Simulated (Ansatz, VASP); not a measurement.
# One calculation of As, two programs

```
CELL_PARAMETERS angstrom
-1.69514 1.69514 1.69514
1.69514 -1.69514 1.69514
1.69514 1.69514 -1.69514
ATOMIC_POSITIONS crystal
As 0.00000 0.00000 0.00000
```

Change from the starting cell: volume scaled by 1.02.

Alike in both runs: task single point; functional PBE; k mesh 16 × 16 × 16; occupations fermi-dirac, width 0.05 eV; no spin polarisation.

```csv
,VASP,Ansatz
version,VASP 6.6.1,Ansatz 0.2.0
potentials or method,"VASP PAW PBE potentials, release 64 (As), cutoff 520 eV","all-electron LAPW, scalar-relativistic"
```

|  | VASP | Ansatz | Ansatz less VASP |
| --- | --- | --- | --- |
| pressure (GPa) | -1.5 | -1.5 | -0.04 |

Ansatz ran all-electron here, and VASP with PAW potentials.
